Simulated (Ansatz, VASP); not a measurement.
## ZrC: VASP beside Ansatz

```
CELL_PARAMETERS angstrom
0.00000 2.35021 2.35021
2.35021 0.00000 2.35021
2.35021 2.35021 0.00000
ATOMIC_POSITIONS crystal
Zr 0.50000 0.50000 0.50000
C 0.00000 0.00000 0.00000
```

Alike in both runs: task electric field gradients; functional PBEsol; k mesh 15 × 15 × 15; occupations fermi-dirac, width 0.05 eV; no spin polarisation.

|  | VASP | Ansatz |
| --- | --- | --- |
| version | VASP 6.6.1 | Ansatz 0.2.0 |
| potentials or method | VASP PAW PBE potentials, release 64 (Zr_sv, C) | PAW with Ansatz's default frozen-core files, scalar-relativistic |
| plane-wave cutoff (eV) | 520 | 420 |
| valence electrons in the cell | 16 | 16 |

|  | VASP | Ansatz | Ansatz less VASP |
| --- | --- | --- | --- |
| pressure (GPa) | -4.2 | -4.6 | -0.36 |

VASP's potentials were made for PBE, not for PBEsol. With one functional, cell and mesh, what is left measures potentials, basis and numerics.
